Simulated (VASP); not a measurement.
# Ta (Fm-3m) in VASP: a series of runs

The runs below take Ta through density of states, with LDA.

Program: VASP 6.6.1. These are calculated values, not measurements. Logs are shortened: lines on timing, memory, paths and dates and some standing lists are left out, and cuts for length are marked.

## Step 1: The cell of the first run

It takes space group Fm-3m (No. 225, cubic). Conventional cell: a = 3.052 Å, b = 3.052 Å, c = 3.052 Å, α = 90.00°, β = 90.00°, γ = 90.00°. Ta (site symmetry m-3m) has 12 Ta at 2.16 Å within 2.9 Å.

## Step 2: Density of states, LDA (volume scaled by 0.4)

Input file POSCAR:

```
Ta
1.0
    0.0000000000      1.5262069752      1.5262069752
    1.5262069752      0.0000000000      1.5262069752
    1.5262069752      1.5262069752      0.0000000000
Ta
1
Direct
    0.0000000000      0.0000000000      0.0000000000
```

Input file INCAR.step1:

```
  PREC = Accurate
  ENCUT = 520
  EDIFF = 1E-7
  ISMEAR = -1
  SIGMA = 0.1
  LREAL = False
  LASPH = True
  NELM = 80
  ALGO = Normal
  ISIF = 2
  LWAVE = False
  LCHARG = True
  LMAXMIX = 4
  NBANDS = 12
```

Input file KPOINTS.step1:

```
regular mesh
0
Gamma
  16 16 16
```

Input file INCAR.step2:

```
  PREC = Accurate
  ENCUT = 520
  EDIFF = 1E-7
  ISMEAR = -5
  SIGMA = 0.1
  LREAL = False
  LASPH = True
  NELM = 80
  ALGO = Normal
  ISIF = 2
  LWAVE = False
  LCHARG = False
  LMAXMIX = 4
  LORBIT = 11
  NBANDS = 12
  NEDOS = 2001
  ICHARG = 11
```

Input file KPOINTS.step2:

```
regular mesh
0
Gamma
  24 24 24
```

Potentials or basis: VASP PAW LDA potentials, release 64 (Ta_pv).

Command:

```sh
$ cat potpaw_LDA.64/Ta_pv/POTCAR > POTCAR
$ cp INCAR.step1 INCAR
$ cp KPOINTS.step1 KPOINTS
$ mpirun -np 1 vasp_std > vasp.out
$ cp INCAR.step2 INCAR
$ cp KPOINTS.step2 KPOINTS
$ mpirun -np 1 vasp_std > vasp.out
```

OUTCAR:

```text
PREC = Accurate
   ENCUT = 520
   EDIFF = 1E-7
   ISMEAR = -5
   LREAL = False
   LASPH = True
   NELM = 80
   ISIF = 2
   LORBIT = 11
   ICHARG = 11

 ion  position               nearest neighbor table
   1  0.000  0.000  0.000-

  LATTYP: Found a face centered cubic cell.
 ALAT       =     3.0524139504

  Lattice vectors:

 A1 = (   0.0000000000,   1.5262069752,   1.5262069752)
 A2 = (   1.5262069752,   0.0000000000,   1.5262069752)
 A3 = (   1.5262069752,   1.5262069752,   0.0000000000)

Analysis of symmetry for initial positions (statically):
=====================================================================
 Subroutine PRICEL returns:
 Original cell was already a primitive cell.

 Routine SETGRP: Setting up the symmetry group for a
 face centered cubic supercell.

 Subroutine GETGRP returns: Found 48 space group operations
 (whereof 48 operations were pure point group operations)
 out of a pool of 48 trial point group operations.

The static configuration has the point symmetry O_h .

Analysis of symmetry for dynamics (positions and initial velocities):
=====================================================================
 Subroutine PRICEL returns:
 Original cell was already a primitive cell.

 Routine SETGRP: Setting up the symmetry group for a
 face centered cubic supercell.

 Subroutine GETGRP returns: Found 48 space group operations
 (whereof 48 operations were pure point group operations)
 out of a pool of 48 trial point group operations.

The dynamic configuration has the point symmetry O_h .

 Subroutine INISYM returns: Found 48 space group operations
 (whereof 48 operations are pure point group operations),
 and found     1 'primitive' translations

----------------------------------------------------------------------------------------

                                     Primitive cell

  volume of cell :       7.1100

  direct lattice vectors                    reciprocal lattice vectors
     0.000000000  1.526206975  1.526206975    -0.327609563  0.327609563  0.327609563
     1.526206975  0.000000000  1.526206975     0.327609563 -0.327609563  0.327609563
     1.526206975  1.526206975  0.000000000     0.327609563  0.327609563 -0.327609563

  length of vectors
     2.158382603  2.158382603  2.158382603     0.567436408  0.567436408  0.567436408

  position of ions in fractional coordinates (direct lattice)
     0.000000000  0.000000000  0.000000000

  ion indices of the primitive-cell ions
   primitive index   ion index
                 1           1

----------------------------------------------------------------------------------------

 KPOINTS: regular mesh

Automatic generation of k-mesh.
 Grid dimensions read from file:
 generate k-points for:   24   24   24

 Generating k-lattice:

  Cartesian coordinates                     Fractional coordinates (reciprocal lattice)
    -0.013650398  0.013650398  0.013650398     0.041666667  0.000000000  0.000000000
     0.013650398 -0.013650398  0.013650398     0.000000000  0.041666667  0.000000000
     0.013650398  0.013650398 -0.013650398     0.000000000  0.000000000  0.041666667

  Length of vectors
     0.023643184  0.023643184  0.023643184

  Shift w.r.t. Gamma in fractional coordinates (k-lattice)
     0.000000000  0.000000000  0.000000000

 TETIRR: Found   1864 inequivalent tetrahedra from    82944

 Subroutine IBZKPT returns following result:
 ===========================================

 Found    413 irreducible k-points:

 Following reciprocal coordinates:
            Coordinates               Weight
  0.000000  0.000000  0.000000      1.000000
  0.041667  0.000000  0.000000      8.000000
  0.083333  0.000000  0.000000      8.000000
  0.125000  0.000000  0.000000      8.000000
  0.166667  0.000000  0.000000      8.000000
  0.208333  0.000000  0.000000      8.000000
[... 16 lines left out ...]
  0.416667  0.041667  0.000000     24.000000
  0.458333  0.041667  0.000000     24.000000
 [... further k-points ...]
   k-points           NKPTS =    413   k-points in BZ     NKDIM =    413   number of bands    NBANDS=     12
   number of dos      NEDOS =   2001   number of ions     NIONS =      1
   total plane-waves  NPLWV =   4096
   dimension x,y,z NGX =    16 NGY =   16 NGZ =   16
   dimension x,y,z NGXF=    32 NGYF=   32 NGZF=   32
   ions per type =               1
   NGX,Y,Z   is equivalent  to a cutoff of  12.32, 12.32, 12.32 a.u.
   NGXF,Y,Z  is equivalent  to a cutoff of  24.65, 24.65, 24.65 a.u.
 SYSTEM =  unknown system
   PREC   = accura    normal or accurate (medium, high low for compatibility)
   ISTART =      0    job   : 0-new  1-cont  2-samecut
   ICHARG =     11    charge: 1-file 2-atom 10-const
   ISPIN  =      1    spin polarized calculation?
   LNONCOLLINEAR =      F non collinear calculations
   LSORBIT =      F    spin-orbit coupling
   LASPH  =      T    aspherical Exc in radial PAW
   ENCUT  =  520.0 eV  38.22 Ry    6.18 a.u.   4.01  4.01  4.01*2*pi/ulx,y,z
   NELM   =     80;   NELMIN=  2; NELMDL=  0     # of ELM steps
   EDIFF  = 0.1E-06   stopping-criterion for ELM
   LREAL  =      F    real-space projection
   EDIFFG = 0.1E-05   stopping-criterion for IOM
   NSW    =      0    number of steps for IOM
   IBRION =     -1    ionic relax: 0-MD 1-quasi-New 2-CG
   NFREE  =      0    steps in history (QN), initial steepest desc. (CG)
   ISIF   =      2    stress and relaxation
   ISYM   =      2    0-nonsym 1-usesym 2-fastsym
   POTIM  = 0.5000    time-step for ionic-motion
   TEBEG  =    0.0;   TEEND  =   0.0 temperature during run
   PSTRESS=    0.0 pullay stress
   NELECT =      11.0000    total number of electrons
   NUPDOWN=      -1.0000    fix difference up-down
   EMIN   =  10.00;   EMAX   =-10.00  energy-range for DOS
   EFERMI =   0.00;   METHOD = LEGACY
   ISMEAR =    -5;   SIGMA  =   0.10  broadening in eV -4-tet -1-fermi 0-gaus
   EFERMI_NEDOS =   21; number of points for ismear=-14 and -15
   IALGO  =     38    algorithm
   IMIX   =      4    mixing-type and parameters
     AMIX     =   0.40;   BMIX     =  1.00
     AMIX_MAG =   1.60;   BMIX_MAG =  1.00
  volume/ion in A,a.u.               =       7.11        47.98
  Fermi-wavevector in a.u.,A,eV,Ry     =   1.893429  3.578061 48.777870  3.585072
  Thomas-Fermi vector in A             =   2.934123
   LORBIT       =     11    0 simple, 1 ext, 2 COOP (PROOUT), +10 PAW based schemes
   GGA     = CA    functional components
   LHFCALC =     F    Hartree Fock is set to
   AEXX    =    0.0000 exact exchange contribution
   IVDW    =     0    specifies the selected vdW correction
   LEPSILON=     F    determine dielectric tensor
   LRPA    =     F    only Hartree local field effects (RPA)
 non-spin polarized calculation
 Fermi weights with tetrahedron method with Bloechl corrections
  energy-cutoff  :      520.00
  volume of cell :        7.11
 maximum number of plane-waves:       202

 number of electron      11.0000001 magnetization

 Free energy of the ion-electron system (eV)
  ---------------------------------------------------
  ext. energy  EPLUGINS =         0.00000000
  ---------------------------------------------------
  free energy    TOTEN  =         4.49523844 eV

  energy without entropy =        4.49523844  energy(sigma->0) =        4.49523844

 E-fermi :  17.5607     XC(G=0): -18.2570

 val. band max:       17.7902176027   @ k =  -0.2083   0.1667   0.0000
 cond. band min:      17.4185935718   @ k =  -0.2500   0.2917   0.0417
 fundamental gap:     -0.3716240309
 Fermi energy:        17.5607419044

 k-point     1 :       0.0000    0.0000    0.0000
  band No.  band energies     occupation
      1     -12.3406      2.00000
      2     -12.3406      2.00000
      3     -12.3406      2.00000
      4       9.9239      2.00000
      5      14.8855      2.00000
      6      14.8855      2.00000
      7      14.8855      2.00000
      8      24.7531      0.00000
      9      24.7531      0.00000
     10      31.7330      0.00000
     11      32.4608      0.00000
     12      43.9343      0.00000

 k-point     2 :       0.0417    0.0000    0.0000
  band No.  band energies     occupation
      1     -12.6903      2.00000
      2     -12.3762      2.00000
      3     -12.3762      2.00000
      4      10.2123      2.00000
      5      14.7546      2.00000
      6      15.0068      2.00000
      7      15.0068      2.00000
      8      24.5590      0.00000
      9      24.5590      0.00000
     10      31.7260      0.00000
     11      32.9096      0.00000
     12      42.8793      0.00000

 k-point     3 :       0.0833    0.0000    0.0000
  band No.  band energies     occupation
      1     -13.6621      2.00000
      2     -12.4792      2.00000
      3     -12.4792      2.00000
      4      10.8742      2.00000
      5      14.5603      2.00000
      6      15.3437      2.00000
      7      15.3437      2.00000
      8      24.0647      0.00000
      9      24.0647      0.00000
     10      31.7057      0.00000
     11      34.1391      0.00000
     12      41.1333      0.00000

 k-point     4 :       0.1250    0.0000    0.0000
  band No.  band energies     occupation
      1     -15.0763      2.00000
      2     -12.6381      2.00000
      3     -12.6381      2.00000
      4      11.2377      2.00000
      5      14.9554      2.00000
      6      15.8040      2.00000
      7      15.8040      2.00000
      8      23.4965      0.00000
      9      23.4965      0.00000
     10      31.6734      0.00000
     11      35.6694      0.00000
     12      39.8419      0.00000

 k-point     5 :       0.1667    0.0000    0.0000
  band No.  band energies     occupation
      1     -16.7404      2.00000
      2     -12.8369      2.00000
      3     -12.8369      2.00000
      4      10.8601      2.00000
      5      16.2077      2.00000
      6      16.2077      2.00000
      7      16.3485      2.17783
      8      23.1609      0.00000
      9      23.1609      0.00000
     10      31.6307      0.00000
     11      35.9751      0.00000
     12      40.5402      0.00000
[... 228 lines left out ...]
      1     -22.7457      2.00000
      2     -13.8849      2.00000
      3     -13.6576      2.00000
      4       8.4225      2.00000
      5      14.7831      2.00000
      6      15.6263      2.00000
      7      22.6265      0.00000
      8      26.9205      0.00000
      9      28.0662      0.00000
     10      31.4240      0.00000
     11      33.5017      0.00000
     12      53.1660      0.00000

 k-point    22 :       0.3750    0.0417    0.0000
  band No.  band energies     occupation
      1     -23.9702      2.00000
      2     -14.0198      2.00000
      3     -13.8724      2.00000
      4       7.8896      2.00000
      5      14.2494      2.00000
      6      15.0662      2.00000
      7      24.4075      0.00000
      8      28.5535      0.00000
      9      29.8467      0.00000
     10      31.3821      0.00000
     11      33.8119      0.00000
     12      56.2176      0.00000

 k-point    23 :       0.4167    0.0417    0.0000
  band No.  band energies     occupation
      1     -24.9143      2.00000
      2     -14.1073      2.00000
      3     -14.0560      2.00000
      4       7.4890      2.00000
      5      13.8392      2.00000
      6      14.5844      2.00000
      7      25.7875      0.00000
      8      29.8728      0.00000
      9      31.3610      0.00000
     10      31.5183      0.00000
     11      34.9422      0.00000
     12      53.4827      0.00000

 k-point    24 :       0.4583    0.0417    0.0000
  band No.  band energies     occupation
      1     -25.5429      2.00000
      2     -14.1999      2.00000
      3     -14.1443      2.00000
      4       7.2282      2.00000
      5      13.5854      2.00000
      6      14.2279      2.00000
      7      26.5427      0.00000
      8      31.1061      0.00000
      9      31.3588      0.00000
     10      32.7244      0.00000
     11      36.4025      0.00000
     12      50.9697      0.00000

 [... further k-points ...]
[... 5 lines left out ...]
  --------------------------------------------------------------------------------------
  -------------------------------------------------------------------------------------
  Total       49.6789126     49.6789126     49.6789126     -0.0000000     -0.0000000      0.0000000
  in kB    11194.6975764  11194.6975764  11194.6975764     -0.0000000     -0.0000000      0.0000000
  external PRESSURE =   11194.6975764 kB  Pullay stress =       0.0000000 kB

 VOLUME and BASIS-vectors are now :
 -----------------------------------------------------------------------------
  energy-cutoff  :      520.00
  volume of cell :        7.11
      direct lattice vectors                 reciprocal lattice vectors
     0.000000000  1.526206975  1.526206975    -0.327609563  0.327609563  0.327609563
     1.526206975  0.000000000  1.526206975     0.327609563 -0.327609563  0.327609563
     1.526206975  1.526206975  0.000000000     0.327609563  0.327609563 -0.327609563

 POSITION                                       TOTAL-FORCE (eV/Angst)
 -----------------------------------------------------------------------------------
      0.00000      0.00000      0.00000         0.000000      0.000000      0.000000
 -----------------------------------------------------------------------------------
    total drift:                                0.000000      0.000000     -0.000000

  FREE ENERGIE OF THE ION-ELECTRON SYSTEM (eV)
  ---------------------------------------------------
  free  energy   TOTEN  =         4.4952384412 eV

  energy  without entropy=        4.4952384412  energy(sigma->0) =        4.49523844

 total charge

# of ion       s       p       d       tot
------------------------------------------
    1        0.661   6.529   5.149  12.340
```

Run time: 7.5 s. Hardware: 1 thread of Intel Xeon 6975P-C (Granite Rapids), shared host; peak memory 0.14 GiB.

Caveat: spin-orbit coupling is left out, which moves the levels of the heavy elements; tetrahedron occupations give inexact forces and stress in metals.

[end of part 1 of 2]
